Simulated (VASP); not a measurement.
# WSe2 (P1) in VASP: single point with LDA

Aim: the single point of WSe2 with LDA.

Everything below comes from runs of VASP 6.6.1. Logs are shortened: lines on timing, memory, paths and dates and some standing lists are left out, and cuts for length are marked.

## Step 1: The cell of the first run

The typed cell holds 6 atoms: a = 3.188 Å, b = 3.113 Å, c = 12.680 Å, α = 88.19°, β = 88.88°, γ = 116.38°.

## Step 2: Single point, LDA (atoms moved at random and the cell strained at random)

The input, INCAR:

```
SYSTEM = WSe2
PREC = Accurate
ENCUT = 520
EDIFF = 1E-7
ISMEAR = 0
SIGMA = 0.05
LREAL = .FALSE.
LASPH = .TRUE.
NELM = 60
ALGO = Fast
ISIF = 2
LWAVE = .FALSE.
LCHARG = .FALSE.
NBANDS = 35
```

The input, KPOINTS:

```
Automatic mesh
0
G
  12 12 2
  0 0 0
```

The input, POSCAR:

```
WSe2
1.0
    3.1858979121      0.1210104846      0.0299574618
   -1.4881508022      2.7333187864      0.0492614142
    0.1182143941      0.2927124726     12.6765094501
W Se
2 4
Direct
    0.3422325104      0.6633004591      0.2521744576
    0.5740426781      0.3130891932      0.7257177201
    0.3922223032      0.7444000332      0.6119737934
    0.6821869344      0.2941299129      0.1244505234
    0.3048877947      0.6602882794      0.8901096355
    0.7044277792      0.3247921223      0.3955738700
```

Potentials or basis: VASP PAW LDA potentials, release 64 (W_sv, Se).

Run with:

```bash
> cat potpaw_LDA.64/W_sv/POTCAR potpaw_LDA.64/Se/POTCAR > POTCAR
> mpirun -np 1 vasp_std > vasp.out
```

OUTCAR:

```text
SYSTEM = WSe2
   PREC = Accurate
   ENCUT = 520
   EDIFF = 1E-7
   ISMEAR = 0
   LREAL = .FALSE.
   LASPH = .TRUE.
   NELM = 60
   ISIF = 2

 ion  position               nearest neighbor table
   1  0.342  0.663  0.252-   4 2.34   4 2.50   6 2.53   4 2.54   6 2.61   6 2.66
   2  0.574  0.313  0.726-   3 2.20   3 2.20   5 2.67   3 2.70   5 2.71   5 3.01
   3  0.392  0.744  0.612-   2 2.20   2 2.20   2 2.70
   4  0.682  0.294  0.124-   1 2.34   1 2.50   1 2.54
   5  0.305  0.660  0.890-   2 2.67   2 2.71   2 3.01
   6  0.704  0.325  0.396-   1 2.53   1 2.61   1 2.66

  LATTYP: Found a triclinic cell.
 ALAT       =     3.1883360070
 B/A-ratio  =     1.6794199031
 C/A-ratio  =     4.1598859009
 COS(alpha) =     0.0002902541
 COS(beta)  =     0.1548556621
 COS(gamma) =     0.8536928488

  Lattice vectors:

 A1 = (  -3.1858979121,  -0.1210104846,  -0.0299574618)
 A2 = (  -4.6740487143,   2.6123083018,   0.0193039524)
 A3 = (  -1.8159615040,  -3.1470417436, -12.7557283261)

Analysis of symmetry for initial positions (statically):
=====================================================================
 Subroutine PRICEL returns:
 Original cell was already a primitive cell.

 Routine SETGRP: Setting up the symmetry group for a
 triclinic supercell.

 Subroutine GETGRP returns: Found  1 space group operations
 (whereof  1 operations were pure point group operations)
 out of a pool of  2 trial point group operations.

The static configuration has the point symmetry C_1 .

Analysis of symmetry for dynamics (positions and initial velocities):
=====================================================================
 Subroutine PRICEL returns:
 Original cell was already a primitive cell.

 Routine SETGRP: Setting up the symmetry group for a
 triclinic supercell.

 Subroutine GETGRP returns: Found  1 space group operations
 (whereof  1 operations were pure point group operations)
 out of a pool of  2 trial point group operations.

The dynamic configuration has the point symmetry C_1 .

 Subroutine INISYM returns: Found  1 space group operations
 (whereof  1 operations are pure point group operations),
 and found     1 'primitive' translations
[... 99 lines left out ...]
   LSORBIT =      F    spin-orbit coupling
   LASPH  =      T    aspherical Exc in radial PAW
   ENCUT  =  520.0 eV  38.22 Ry    6.18 a.u.   5.93  5.79 23.58*2*pi/ulx,y,z
   NELM   =     60;   NELMIN=  2; NELMDL= -5     # of ELM steps
   EDIFF  = 0.1E-06   stopping-criterion for ELM
   LREAL  =      F    real-space projection
   EDIFFG = 0.1E-05   stopping-criterion for IOM
   NSW    =      0    number of steps for IOM
   IBRION =     -1    ionic relax: 0-MD 1-quasi-New 2-CG
   NFREE  =      0    steps in history (QN), initial steepest desc. (CG)
   ISIF   =      2    stress and relaxation
   ISYM   =      2    0-nonsym 1-usesym 2-fastsym
   POTIM  = 0.5000    time-step for ionic-motion
   TEBEG  =    0.0;   TEEND  =   0.0 temperature during run
   PSTRESS=    0.0 pullay stress
   NELECT =      52.0000    total number of electrons
   NUPDOWN=      -1.0000    fix difference up-down
   EMIN   =  10.00;   EMAX   =-10.00  energy-range for DOS
   EFERMI =   0.00;   METHOD = LEGACY
   ISMEAR =     0;   SIGMA  =   0.05  broadening in eV -4-tet -1-fermi 0-gaus
   EFERMI_NEDOS =   21; number of points for ismear=-14 and -15
   IALGO  =     68    algorithm
   IMIX   =      4    mixing-type and parameters
     AMIX     =   0.40;   BMIX     =  1.00
     AMIX_MAG =   1.60;   BMIX_MAG =  1.00
  volume/ion in A,a.u.               =      18.77       126.65
  Fermi-wavevector in a.u.,A,eV,Ry     =   1.265395  2.391250 21.785988  1.601225
  Thomas-Fermi vector in A             =   2.398651
   LORBIT       =      0    0 simple, 1 ext, 2 COOP (PROOUT), +10 PAW based schemes
   GGA     = CA    functional components
   LHFCALC =     F    Hartree Fock is set to
   AEXX    =    0.0000 exact exchange contribution
   IVDW    =     0    specifies the selected vdW correction
   LEPSILON=     F    determine dielectric tensor
   LRPA    =     F    only Hartree local field effects (RPA)
 non-spin polarized calculation
 RMM-DIIS sequential band-by-band and
 Gauss-broadening in eV      SIGMA  =   0.05
  energy-cutoff  :      520.00
  volume of cell :      112.60
 maximum number of plane-waves:      3056
   NGX = 11   NGY = 11   NGZ = 47

 number of electron      52.0000001 magnetization

 Free energy of the ion-electron system (eV)
  ---------------------------------------------------
  ext. energy  EPLUGINS =         0.00000000
  ---------------------------------------------------
  free energy    TOTEN  =       -45.19871439 eV

  energy without entropy =      -45.19692867  energy(sigma->0) =      -45.19782153

 E-fermi :   7.5602     XC(G=0): -11.4528

 val. band max:        7.5591157879   @ k =  -0.3333   0.0833   0.0000
 cond. band min:       7.5703561426   @ k =   0.0833   0.1667   0.0000
 fundamental gap:      0.0112403547
 Fermi energy:         7.5602258180

 k-point     1 :       0.0000    0.0000    0.0000
  band No.  band energies     occupation
      1     -66.5836      2.00000
      2     -66.5643      2.00000
      3     -31.2815      2.00000
      4     -31.1756      2.00000
      5     -31.0335      2.00000
      6     -31.0039      2.00000
[... 901 lines left out ...]
     34      11.8427      0.00000
     35      12.2584      0.00000

 [... further k-points ...]

------------------------ aborting loop because EDIFF is reached ----------------------------------------

  FORCE on cell =-STRESS in cart. coord.  units (eV):
  Direction    XX          YY          ZZ          XY          YZ          ZX
  --------------------------------------------------------------------------------------
  -------------------------------------------------------------------------------------
  Total        3.8162793      9.9460063      5.4674803     -8.0508370     -2.4942496      2.0631936
  in kB       54.3001971    141.5174463     77.7944258   -114.5518970    -35.4896047     29.3562949
  external PRESSURE =      91.2040231 kB  Pullay stress =       0.0000000 kB

 VOLUME and BASIS-vectors are now :
 -----------------------------------------------------------------------------
  energy-cutoff  :      520.00
  volume of cell :      112.60
      direct lattice vectors                 reciprocal lattice vectors
     3.185897912  0.121010485  0.029957462     0.307581258  0.167583533 -0.006738000
    -1.488150802  2.733318786  0.049261414    -0.013545144  0.358627944 -0.008154740
     0.118214394  0.292712473 12.676509450    -0.000674247 -0.001789680  0.078933682

 POSITION                                       TOTAL-FORCE (eV/Angst)
 -----------------------------------------------------------------------------------
      0.13304      1.92824      3.23962         0.917086     -1.532013      2.841347
      1.44871      1.13766      9.23219         4.561046      2.303829     10.022810
      0.21414      2.26128      7.80611        -3.827804     -2.092159     -7.022875
      1.75038      0.92293      1.61252        -0.152941      1.945882     -1.366960
      0.09396      2.10222     11.32514        -0.671239     -0.322181     -2.708094
      1.80766      1.08879      5.05160        -0.826148     -0.303357     -1.766227
 -----------------------------------------------------------------------------------
    total drift:                                0.000114     -0.000207     -0.000035

  FREE ENERGIE OF THE ION-ELECTRON SYSTEM (eV)
  ---------------------------------------------------
  free  energy   TOTEN  =       -45.1987143862 eV

  energy  without entropy=      -45.1969286745  energy(sigma->0) =      -45.19782153
```

OSZICAR:

```text
N       E                     dE             d eps       ncg     rms          rms(c)
DAV:   1     0.504912949862E+03    0.50491E+03   -0.27953E+04 11336   0.146E+03
DAV:   2    -0.152243983868E+02   -0.52014E+03   -0.50279E+03 11981   0.400E+02
DAV:   3    -0.463308002450E+02   -0.31106E+02   -0.30434E+02 12707   0.923E+01
DAV:   4    -0.470033965812E+02   -0.67260E+00   -0.66843E+00 12349   0.138E+01
DAV:   5    -0.470111283323E+02   -0.77318E-02   -0.77238E-02 12429   0.162E+00    0.337E+01
RMM:   6    -0.456486705381E+02    0.13625E+01   -0.41279E+00 12094   0.971E+00    0.136E+01
RMM:   7    -0.455737734489E+02    0.74897E-01   -0.17998E+00 13038   0.469E+00    0.626E+00
RMM:   8    -0.452186416172E+02    0.35513E+00   -0.61401E-01 12893   0.381E+00    0.112E+00
RMM:   9    -0.452052864652E+02    0.13355E-01   -0.11652E-01 14327   0.137E+00    0.757E-01
RMM:  10    -0.451986845411E+02    0.66019E-02   -0.25506E-02 12547   0.829E-01    0.203E-01
RMM:  11    -0.451986826777E+02    0.18635E-05   -0.44376E-03 14322   0.306E-01    0.673E-02
RMM:  12    -0.451987111349E+02   -0.28457E-04   -0.65065E-04 14944   0.133E-01    0.409E-02
RMM:  13    -0.451987171866E+02   -0.60517E-05   -0.11362E-04 14385   0.606E-02    0.187E-02
RMM:  14    -0.451987140147E+02    0.31719E-05   -0.24025E-05 13568   0.284E-02    0.483E-03
RMM:  15    -0.451987143590E+02   -0.34428E-06   -0.75773E-06 14448   0.141E-02    0.457E-03
RMM:  16    -0.451987143649E+02   -0.59827E-08   -0.10780E-06 13084   0.560E-03    0.694E-04
RMM:  17    -0.451987143862E+02   -0.21240E-07   -0.26510E-07  9705   0.267E-03
   1 F= -.45198714E+02 E0= -.45197822E+02  d E =-.178571E-02
```

Wall time 8.8 min (1 thread of Oxide Virtual Turin-like, shared host); peak memory 0.5 GiB.

Results:

* Free energy: -45.1987 eV
* Pressure: 9.1 GPa
* Largest force: 11.250 eV/Å
* Band gap on the k mesh: zero (bands 26 and 27 overlap by 0.52 eV)

Forces on the atoms (eV/Å):
```
W    0.917 -1.532  2.841
W    4.561  2.304 10.023
Se  -3.828 -2.092 -7.023
Se  -0.153  1.946 -1.367
Se  -0.671 -0.322 -2.708
Se  -0.826 -0.303 -1.766
```

Stress tensor (GPa, compression positive):
```
  5.43 -11.46   2.94
-11.46  14.15  -3.55
  2.94  -3.55   7.78
```

Caveat: the cell differs from its parent crystal (atoms moved at random and the cell strained at random); the stress differs along the axes, from 5 to 14 GPa; spin-orbit coupling is left out, which moves the levels of the heavy elements; forces of over 1 eV/Å act on the atoms, so gaps and moduli don't describe the material at rest.
